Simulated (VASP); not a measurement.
# Rh (Fm-3m) in VASP: a series of runs

The runs below take Rh through single point, with r2SCAN.

Program: VASP 6.6.1. These are calculated values, not measurements. Logs are shortened: lines on timing, memory, paths and dates and some standing lists are left out, and cuts for length are marked.

## (1) The cell of the first run

It takes space group Fm-3m (No. 225, cubic). Conventional cell: a = 3.613 Å, b = 3.613 Å, c = 3.613 Å, α = 90.00°, β = 90.00°, γ = 90.00°. Rh (site symmetry m-3m) has 12 Rh at 2.55 Å within 3.4 Å.

## (2) Single point, r2SCAN (strain -0.050 along x and y, -0.050 along z)

The input, POSCAR:

```
Rh
1.0
    0.0000000000      1.8064725000      1.8064725000
    1.8064725000      0.0000000000      1.8064725000
    1.8064725000      1.8064725000      0.0000000000
Rh
1
Direct
    0.0000000000      0.0000000000      0.0000000000
```

The input, INCAR.step1:

```
SYSTEM = Rh
PREC = Accurate
ENCUT = 520
ISMEAR = 0
SIGMA = 0.15
LREAL = .False.
LASPH = .True.
NELM = 100
NBANDS = 14
GGA = PE
ALGO = Normal
EDIFF = 1E-4
LWAVE = .True.
LCHARG = .False.
```

The input, INCAR.step2:

```
SYSTEM = Rh
PREC = Accurate
ENCUT = 520
EDIFF = 1E-7
ISMEAR = 0
SIGMA = 0.15
LREAL = .False.
LASPH = .True.
NELM = 100
ALGO = Normal
ISIF = 2
LWAVE = .False.
LCHARG = .False.
METAGGA = R2SCAN
LMIXTAU = .True.
NBANDS = 14
ISTART = 1
```

The input, KPOINTS:

```
regular mesh
0
Gamma
  22 22 22
  0 0 0
```

Potentials or basis: VASP PAW PBE potentials, release 64 (Rh_pv).

Launch:

```bash
$ cat potpaw_PBE.64/Rh_pv/POTCAR > POTCAR
$ cp INCAR.step1 INCAR
$ mpirun -np 1 vasp_std > vasp.out
$ cp INCAR.step2 INCAR
$ mpirun -np 1 vasp_std > vasp.out
```

OUTCAR:

```text
SYSTEM = Rh
   PREC = Accurate
   ENCUT = 520
   EDIFF = 1E-7
   ISMEAR = 0
   LREAL = .False.
   LASPH = .True.
   NELM = 100
   ISIF = 2
   METAGGA = R2SCAN
   ISTART = 1

 ion  position               nearest neighbor table
   1  0.000  0.000  0.000-

  LATTYP: Found a face centered cubic cell.
 ALAT       =     3.6129450000

  Lattice vectors:

 A1 = (   0.0000000000,   1.8064725000,   1.8064725000)
 A2 = (   1.8064725000,   0.0000000000,   1.8064725000)
 A3 = (   1.8064725000,   1.8064725000,   0.0000000000)

Analysis of symmetry for initial positions (statically):
=====================================================================
 Subroutine PRICEL returns:
 Original cell was already a primitive cell.

 Routine SETGRP: Setting up the symmetry group for a
 face centered cubic supercell.

 Subroutine GETGRP returns: Found 48 space group operations
 (whereof 48 operations were pure point group operations)
 out of a pool of 48 trial point group operations.

The static configuration has the point symmetry O_h .

Analysis of symmetry for dynamics (positions and initial velocities):
=====================================================================
 Subroutine PRICEL returns:
 Original cell was already a primitive cell.

 Routine SETGRP: Setting up the symmetry group for a
 face centered cubic supercell.

 Subroutine GETGRP returns: Found 48 space group operations
 (whereof 48 operations were pure point group operations)
 out of a pool of 48 trial point group operations.

The dynamic configuration has the point symmetry O_h .

 Subroutine INISYM returns: Found 48 space group operations
 (whereof 48 operations are pure point group operations),
 and found     1 'primitive' translations

----------------------------------------------------------------------------------------

                                     Primitive cell

  volume of cell :      11.7903

  direct lattice vectors                    reciprocal lattice vectors
     0.000000000  1.806472500  1.806472500    -0.276782514  0.276782514  0.276782514
     1.806472500  0.000000000  1.806472500     0.276782514 -0.276782514  0.276782514
     1.806472500  1.806472500  0.000000000     0.276782514  0.276782514 -0.276782514

  length of vectors
     2.554737910  2.554737910  2.554737910     0.479401377  0.479401377  0.479401377

  position of ions in fractional coordinates (direct lattice)
     0.000000000  0.000000000  0.000000000

[... 77 lines left out ...]
   EDIFFG = 0.1E-05   stopping-criterion for IOM
   NSW    =      0    number of steps for IOM
   IBRION =     -1    ionic relax: 0-MD 1-quasi-New 2-CG
   NFREE  =      0    steps in history (QN), initial steepest desc. (CG)
   ISIF   =      2    stress and relaxation
   ISYM   =      2    0-nonsym 1-usesym 2-fastsym
   POTIM  = 0.5000    time-step for ionic-motion
   TEBEG  =    0.0;   TEEND  =   0.0 temperature during run
   PSTRESS=    0.0 pullay stress
   NELECT =      15.0000    total number of electrons
   NUPDOWN=      -1.0000    fix difference up-down
   EMIN   =  10.00;   EMAX   =-10.00  energy-range for DOS
   EFERMI =   0.00;   METHOD = LEGACY
   ISMEAR =     0;   SIGMA  =   0.15  broadening in eV -4-tet -1-fermi 0-gaus
   EFERMI_NEDOS =   21; number of points for ismear=-14 and -15
   IALGO  =     38    algorithm
   IMIX   =      4    mixing-type and parameters
     AMIX     =   0.40;   BMIX     =  1.00
     AMIX_MAG =   1.60;   BMIX_MAG =  1.00
  volume/ion in A,a.u.               =      11.79        79.56
  Fermi-wavevector in a.u.,A,eV,Ry     =   1.773906  3.352196 42.814023  3.146742
  Thomas-Fermi vector in A             =   2.840005
   LORBIT       =      0    0 simple, 1 ext, 2 COOP (PROOUT), +10 PAW based schemes
   METAGGA = R2SCAN    functional components
   LHFCALC =     F    Hartree Fock is set to
   AEXX    =    0.0000 exact exchange contribution
   IVDW    =     0    specifies the selected vdW correction
   LEPSILON=     F    determine dielectric tensor
   LRPA    =     F    only Hartree local field effects (RPA)
 non-spin polarized calculation
 Gauss-broadening in eV      SIGMA  =   0.15
  energy-cutoff  :      520.00
  volume of cell :       11.79
 maximum number of plane-waves:       332
   NGX =  9   NGY =  9   NGZ =  9

 number of electron      15.0000003 magnetization

 Free energy of the ion-electron system (eV)
  ---------------------------------------------------
  ext. energy  EPLUGINS =         0.00000000
  ---------------------------------------------------
  free energy    TOTEN  =       -23.79705033 eV

  energy without entropy =      -23.78560490  energy(sigma->0) =      -23.79132762

 E-fermi :  14.7913     XC(G=0): -16.3817

 val. band max:       14.7873762648   @ k =   0.3182   0.2727   0.0000
 cond. band min:      14.7922714246   @ k =   0.3182   0.2273   0.0455
 fundamental gap:      0.0048951598
 Fermi energy:        14.7913494891

 k-point     1 :       0.0000    0.0000    0.0000
  band No.  band energies     occupation
      1     -33.2733      2.00000
      2     -33.2733      2.00000
      3     -33.2733      2.00000
      4       5.4246      2.00000
      5      10.7644      2.00000
      6      10.7644      2.00000
      7      10.7644      2.00000
      8      13.4594      2.00000
      9      13.4594      2.00000
     10      31.2596      0.00000
     11      32.0496      0.00000
     12      37.9564      0.00000
     13      37.9565      0.00000
     14      37.9565      0.00000
[... 377 lines left out ...]
      1     -34.5731      2.00000
      2     -33.4705      2.00000
      3     -33.4497      2.00000
      4       7.0968      2.00000
      5      10.5540      2.00000
      6      10.6847      2.00000
      7      14.4653      1.99789
      8      15.4459      0.00000
      9      16.6230      0.00000
     10      25.8647      0.00000
     11      31.0954      0.00000
     12      32.0518      0.00000
     13      38.2341      0.00000
     14      38.7104      0.00000

 [... further k-points ...]
[... 5 lines left out ...]
  --------------------------------------------------------------------------------------
  -------------------------------------------------------------------------------------
  Total        4.8002420      4.8002420      4.8002420      0.0000000      0.0000000      0.0000000
  in kB      652.3034194    652.3034194    652.3034194      0.0000000      0.0000000      0.0000000
  external PRESSURE =     652.3034194 kB  Pullay stress =       0.0000000 kB

 VOLUME and BASIS-vectors are now :
 -----------------------------------------------------------------------------
  energy-cutoff  :      520.00
  volume of cell :       11.79
      direct lattice vectors                 reciprocal lattice vectors
     0.000000000  1.806472500  1.806472500    -0.276782514  0.276782514  0.276782514
     1.806472500  0.000000000  1.806472500     0.276782514 -0.276782514  0.276782514
     1.806472500  1.806472500  0.000000000     0.276782514  0.276782514 -0.276782514

 POSITION                                       TOTAL-FORCE (eV/Angst)
 -----------------------------------------------------------------------------------
      0.00000      0.00000      0.00000         0.000000     -0.000000      0.000000
 -----------------------------------------------------------------------------------
    total drift:                                0.000000      0.000000      0.000000

  FREE ENERGIE OF THE ION-ELECTRON SYSTEM (eV)
  ---------------------------------------------------
  free  energy   TOTEN  =       -23.7970503316 eV

  energy  without entropy=      -23.7856049032  energy(sigma->0) =      -23.79132762
```

It took 74 s on 1 thread of Intel Xeon 6975P-C (Granite Rapids), shared host; peak memory 0.16 GiB.

Results:

```
Free energy : -23.7971 eV
Pressure    : 65.2 GPa
```

Caveat: the cell differs from its parent crystal (strain -0.050 along x and y, -0.050 along z); the PAW data sets were made with another functional, which shifts forces and pressure a little.

## (3) Single point, r2SCAN (strain -0.025 along x and y, -0.025 along z)

The input, POSCAR:

```
Rh
1.0
    0.0000000000      1.8540112500      1.8540112500
    1.8540112500      0.0000000000      1.8540112500
    1.8540112500      1.8540112500      0.0000000000
Rh
1
Direct
    0.0000000000      0.0000000000      0.0000000000
```

The input, INCAR.step1:

```
  PREC = Accurate
  ENCUT = 520
  ISMEAR = 0
  SIGMA = 0.15
  LREAL = False
  LASPH = True
  NELM = 80
  NBANDS = 14
  GGA = PE
  ALGO = Normal
  EDIFF = 1E-4
  LWAVE = True
  LCHARG = False
```

The input, INCAR.step2:

```
  PREC = Accurate
  ENCUT = 520
  EDIFF = 1E-6
  ISMEAR = 0
  SIGMA = 0.15
  LREAL = False
  LASPH = True
  NELM = 80
  ALGO = Normal
  ISIF = 2
  LWAVE = False
  LCHARG = False
  METAGGA = R2SCAN
  LMIXTAU = True
  NBANDS = 14
  ISTART = 1
```

The input, KPOINTS:

```
regular mesh
0
Gamma
  22 22 22
```

Potentials or basis: VASP PAW PBE potentials, release 64 (Rh_pv).

Launch:

```bash
$ cat potpaw_PBE.64/Rh_pv/POTCAR > POTCAR
$ cp INCAR.step1 INCAR
$ mpirun -np 1 vasp_std > vasp.out
$ cp INCAR.step2 INCAR
$ mpirun -np 1 vasp_std > vasp.out
```

It took 71 s on 1 thread of Intel Xeon 6975P-C (Granite Rapids), shared host; peak memory 0.17 GiB.

The run converged. Its results:

- Free energy: -24.0641 eV
- Pressure: 26.8 GPa

Levels at points of the mesh, in eV from the Fermi level:
| k point | band 4 | band 5 | band 6 | band 7 | band 8 | band 9 | band 10 | band 11 |
| --- | --- | --- | --- | --- | --- | --- | --- | --- |
| (0.00, 0.00, 0.00) | -8.76 | -3.57 | -3.57 | -3.57 | -1.19 | -1.19 | 16.63 | 17.31 |
| (0.50, 0.00, 0.00) | -7.02 | -3.70 | -3.70 | 0.68 | 0.68 | 0.84 | 9.95 | 16.21 |
| (0.50, 0.50, 0.00) | -7.33 | -6.92 | 0.61 | 1.20 | 1.20 | 3.62 | 13.92 | 14.49 |

Caveat: the cell differs from its parent crystal (strain -0.025 along x and y, -0.025 along z); the PAW data sets were made with another functional, which shifts forces and pressure a little.

## (4) Single point, r2SCAN (strain +0.025 along x and y, +0.025 along z)

The input, POSCAR:

```
Rh
1.0
    0.0000000000      1.9490887500      1.9490887500
    1.9490887500      0.0000000000      1.9490887500
    1.9490887500      1.9490887500      0.0000000000
Rh
1
Direct
    0.0000000000      0.0000000000      0.0000000000
```

The input, INCAR.step1:

```
  PREC = Accurate
  ENCUT = 520
  ISMEAR = 0
  SIGMA = 0.15
  LREAL = F
  LASPH = T
  NELM = 60
  NBANDS = 14
  GGA = PE
  ALGO = Normal
  EDIFF = 1E-4
  LWAVE = T
  LCHARG = F
```

The input, INCAR.step2:

```
  PREC = Accurate
  ENCUT = 520
  EDIFF = 1E-7
  ISMEAR = 0
  SIGMA = 0.15
  LREAL = F
  LASPH = T
  NELM = 60
  ALGO = Normal
  ISIF = 2
  LWAVE = F
  LCHARG = F
  METAGGA = R2SCAN
  LMIXTAU = T
  NBANDS = 14
  ISTART = 1
```

The input, KPOINTS:

```
Automatic mesh
0
Gamma
  22 22 22
```

Potentials or basis: VASP PAW PBE potentials, release 64 (Rh_pv).

Launch:

```bash
$ cat potpaw_PBE.64/Rh_pv/POTCAR > POTCAR
$ cp INCAR.step1 INCAR
$ mpirun -np 1 vasp_std > vasp.out
$ cp INCAR.step2 INCAR
$ mpirun -np 1 vasp_std > vasp.out
```

OUTCAR:

```text
PREC = Accurate
   ENCUT = 520
   EDIFF = 1E-7
   ISMEAR = 0
   LREAL = F
   LASPH = T
   NELM = 60
   ISIF = 2
   METAGGA = R2SCAN
   ISTART = 1

 ion  position               nearest neighbor table
   1  0.000  0.000  0.000-

  LATTYP: Found a face centered cubic cell.
 ALAT       =     3.8981775000

  Lattice vectors:

 A1 = (   0.0000000000,   1.9490887500,   1.9490887500)
 A2 = (   1.9490887500,   0.0000000000,   1.9490887500)
[... 578 lines left out ...]
      4       4.7684      2.00000
      5       7.4640      2.00000
      6       7.5537      2.00000
      7      10.2818      1.78435
      8      10.8495      0.00004
      9      11.9839      0.00000
     10      18.9355      0.00000
     11      26.8191      0.00000
     12      27.9167      0.00000
     13      31.6164      0.00000
     14      32.0966      0.00000

 [... further k-points ...]
[... 5 lines left out ...]
  --------------------------------------------------------------------------------------
  -------------------------------------------------------------------------------------
  Total       -1.5515616     -1.5515616     -1.5515616      0.0000000      0.0000000      0.0000000
  in kB     -167.8629214   -167.8629214   -167.8629214      0.0000000      0.0000000      0.0000000
  external PRESSURE =    -167.8629214 kB  Pullay stress =       0.0000000 kB

 VOLUME and BASIS-vectors are now :
 -----------------------------------------------------------------------------
  energy-cutoff  :      520.00
  volume of cell :       14.81
      direct lattice vectors                 reciprocal lattice vectors
     0.000000000  1.949088750  1.949088750    -0.256530135  0.256530135  0.256530135
     1.949088750  0.000000000  1.949088750     0.256530135 -0.256530135  0.256530135
     1.949088750  1.949088750  0.000000000     0.256530135  0.256530135 -0.256530135

 POSITION                                       TOTAL-FORCE (eV/Angst)
 -----------------------------------------------------------------------------------
      0.00000      0.00000      0.00000         0.000000      0.000000      0.000000
 -----------------------------------------------------------------------------------
    total drift:                                0.000000     -0.000000     -0.000000

  FREE ENERGIE OF THE ION-ELECTRON SYSTEM (eV)
  ---------------------------------------------------
  free  energy   TOTEN  =       -24.0870596901 eV

  energy  without entropy=      -24.0705700855  energy(sigma->0) =      -24.07881489
```

OUTCAR.step1:

```text
PREC = Accurate
   ENCUT = 520
   ISMEAR = 0
   LREAL = F
   LASPH = T
[... 624 lines left out ...]

 POSITION                                       TOTAL-FORCE (eV/Angst)
 -----------------------------------------------------------------------------------
      0.00000      0.00000      0.00000         0.000000      0.000000      0.000000
 -----------------------------------------------------------------------------------
    total drift:                               -0.000000      0.000000      0.000000

  FREE ENERGIE OF THE ION-ELECTRON SYSTEM (eV)
  ---------------------------------------------------
  free  energy   TOTEN  =        -7.2375101220 eV

  energy  without entropy=       -7.2203954806  energy(sigma->0) =       -7.22895280
```

OSZICAR.step1:

```text
N       E                     dE             d eps       ncg     rms          rms(c)
DAV:   1     0.120221095503E+03    0.12022E+03   -0.87934E+03  9198   0.113E+03
DAV:   2    -0.616962854003E+01   -0.12639E+03   -0.12078E+03 10000   0.337E+02
DAV:   3    -0.773750137550E+01   -0.15679E+01   -0.15653E+01 11296   0.414E+01
DAV:   4    -0.774374994174E+01   -0.62486E-02   -0.62478E-02 10642   0.269E+00
DAV:   5    -0.774380962670E+01   -0.59685E-04   -0.59682E-04 11106   0.233E-01    0.843E+00
DAV:   6    -0.725068545487E+01    0.49312E+00   -0.89993E-01  9964   0.129E+01    0.275E+00
DAV:   7    -0.724051669392E+01    0.10169E-01   -0.19003E-02 10522   0.127E+00    0.140E+00
DAV:   8    -0.723757871053E+01    0.29380E-02   -0.27955E-03 10024   0.702E-01    0.101E-01
DAV:   9    -0.723751012201E+01    0.68589E-04   -0.80085E-05  6050   0.126E-01
   1 F= -.72375101E+01 E0= -.72289528E+01  d E =-.171146E-01
```

Wall time 85 s (1 thread of Intel Xeon 6975P-C (Granite Rapids), shared host); peak memory 0.19 GiB.

What came out:

| Property | Result |
| --- | --- |
| Free energy | -24.0871 eV |
| Pressure | -16.8 GPa |

Caveat: the cell differs from its parent crystal (strain +0.025 along x and y, +0.025 along z); the PAW data sets were made with another functional, which shifts forces and pressure a little.

## (5) The runs side by side

| cell | gap on the mesh (eV) | pressure (GPa) |
| --- | --- | --- |
| a = 2.555 Å, angles 60.0°, 1 atom | none | 65.2 |
| a = 2.622 Å, angles 60.0°, 1 atom | none | 26.8 |
| a = 2.756 Å, angles 60.0°, 1 atom | none | -16.8 |

Alike in all rows: task single point; level r2SCAN; potentials or basis VASP PAW PBE potentials, release 64 (Rh_pv); no spin polarisation; k mesh 22 × 22 × 22; cutoff (eV) 520; smearing gaussian 0.15 eV.

Caveats: the PAW data sets were made with another functional, which shifts forces and pressure a little.

Absolute energies hang on the potentials; compare differences alone.
